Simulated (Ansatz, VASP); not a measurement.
One calculation of CuI, two programs

```xyz
2
Lattice="0.0000 3.0112 3.0112 3.0112 0.0000 3.0112 3.0112 3.0112 0.0000" Properties=species:S:1:pos:R:3 pbc="T T T"
I     0.0000    0.0000    0.0000
Cu    4.5167    4.5167    4.5167
```

Alike in both runs: task single point; functional SVWN5; k mesh 8 × 8 × 8; occupations fermi-dirac, width 0.05 eV; no spin polarisation.

|  | VASP | Ansatz |
| --- | --- | --- |
| version | VASP 6.6.1 | Ansatz 0.2.0 |
| potentials or method | VASP PAW PBE potentials, release 64 (I, Cu) | Ansatz PAW |
| plane-wave cutoff (eV) | 520 | 420 |
| valence electrons in the cell | 18 | 36 |

Ansatz gave:

| Item | Value |
| --- | --- |
| gap on the k mesh at the Fermi level (eV) | 0.99 |
| least direct gap on the mesh (eV) | 0.99 |
| pressure (GPa) | -3.8 |

Q: What did VASP give for the same quantities?

A: gap on the k mesh at the Fermi level (eV): 1.01; least direct gap on the mesh (eV): 1.01; pressure (GPa): -3.6.

VASP's potentials were made for PBE, not for SVWN5. The functional is the same, so the differences come from potentials, cutoffs and numerics. VASP's potentials hold 18 valence electrons a cell and Ansatz's 36, so a difference there can come from the potentials and not from the codes.

Neither program's run includes spin-orbit coupling.
